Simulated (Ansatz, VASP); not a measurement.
**ZrNbSe3 in VASP and in Ansatz**

```
Zr Nb Se
1.0
     4.14155    0.00000    0.00000
    -2.07077    3.58669    0.00000
     0.00000    0.00000    8.46047
Zr Nb Se
1 1 3
Direct
  0.33333 0.66667 0.00000
  0.66667 0.33333 0.50000
  0.66667 0.33333 0.18117
  0.66667 0.33333 0.81883
  0.00000 0.00000 0.50000
```

Alike in both runs: functional PBE; k mesh 12 × 12 × 6; occupations gaussian, width 0.1 eV; no spin polarisation.

Ansatz relaxed the structure, and its values are those at the end. VASP's run is a single point on that final structure, the one shown.

```csv
,VASP,Ansatz
version,VASP 6.6.1,Ansatz 0.2.0
potentials or method,"VASP PAW PBE potentials, release 64 (Zr_sv, Nb_sv, Se), cutoff 520 eV","scalar-relativistic, plane waves, PAW"
valence electrons in the cell,43,73
```

```csv
,VASP,Ansatz,Ansatz less VASP
gap on the k mesh at the Fermi level (eV),none,none,-
pressure (GPa),0.0,0.0,0.00
```

A gap of «none» marks a metal or a gap that the smearing closes. VASP's potentials hold 43 valence electrons a cell and Ansatz's 73, so a difference there can come from the potentials and not from the codes.
